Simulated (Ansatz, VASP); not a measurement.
**Al3Ni5: VASP beside Ansatz**

Contents of INCAR:

```
SYSTEM = Al3Ni5
PREC = Accurate ; ENCUT = 520
EDIFF = 1E-7 ; ISMEAR = 0
SIGMA = 0.15 ; LREAL = .FALSE.
LASPH = .TRUE. ; NELM = 100
ALGO = Fast ; ISIF = 2
LWAVE = .FALSE. ; LCHARG = .FALSE.
GGA = PS ; NBANDS = 40
```

Contents of KPOINTS:

```
regular mesh
0
G
  8 8 10
  0 0 0
```

Contents of POSCAR:

```
Al3Ni5
1.0
    3.2933322760     -3.7473166611      0.0000000000
    3.2933322760      3.7473166611      0.0000000000
    0.0000000000      0.0000000000      3.7203545651
Al Ni
3 5
Direct
    0.5000000000      0.5000000000      0.0000000000
    0.7796888787      0.2203111213      0.5000000000
    0.2203111213      0.7796888787      0.5000000000
    0.0000000000      0.0000000000      0.0000000000
    0.0000000000      0.5000000000      0.0000000000
    0.5000000000      0.0000000000      0.0000000000
    0.2762373066      0.2762373066      0.5000000000
    0.7237626934      0.7237626934      0.5000000000
```

Input for Ansatz:

```yaml
crystal:
  lattice:
    - [3.293332276, -3.7473166611, 0.0]
    - [3.293332276, 3.7473166611, 0.0]
    - [0.0, 0.0, 3.7203545651]
  atoms:
    - { symbol: Al, position: [0.5, 0.5, 0.0] }
    - { symbol: Al, position: [0.7796888787, 0.2203111213, 0.5] }
    - { symbol: Al, position: [0.2203111213, 0.7796888787, 0.5] }
    - { symbol: Ni, position: [0.0, 0.0, 0.0] }
    - { symbol: Ni, position: [0.0, 0.5, 0.0] }
    - { symbol: Ni, position: [0.5, 0.0, 0.0] }
    - { symbol: Ni, position: [0.2762373066, 0.2762373066, 0.5] }
    - { symbol: Ni, position: [0.7237626934, 0.7237626934, 0.5] }
basis:
  ecutwfc: 420
kpoints:
  mp_grid: { grid: [8, 8, 10] }
hamiltonian:
  xc: pbesol
scf:
  occupations: { method: gaussian, width: 0.15 }
output:
  forces: true
  stress: true
  eigenvalues: true
```

Change from the starting cell: strain +0.0150 x Voigt [0, 1, 0, 0, 0, 0], atoms carried along.

Alike in both runs: task single point; functional PBEsol; k mesh 8 × 8 × 10; occupations gaussian, width 0.15 eV; no spin polarisation.

```csv
,VASP,Ansatz
version,VASP 6.6.1,Ansatz 0.2.0
potentials or method,"VASP PAW PBE potentials, release 64 (Al, Ni), cutoff 520 eV","scalar-relativistic, plane waves, PAW"
valence electrons in the cell,59,99
```

```tsv
	VASP	Ansatz	Ansatz less VASP
gap on the k mesh at the Fermi level (eV)	none	none	-
pressure (GPa)	-2.4	-2.6	-0.22
traceless stress, the component that is largest in VASP (GPa)	-1.18	-1.24	-0.055
rms of the force components (eV/Å)	0.010	0.009	-0.0008
```

VASP's potentials were made for PBE, not for PBEsol. Atom by atom the forces differ by 0.003 eV/Å (rms over components). A gap of «none» marks a metal or a gap that the smearing closes. With one functional, cell and mesh, what is left measures potentials, basis and numerics. VASP's potentials hold 59 valence electrons a cell and Ansatz's 99, so a difference there can come from the potentials and not from the codes.
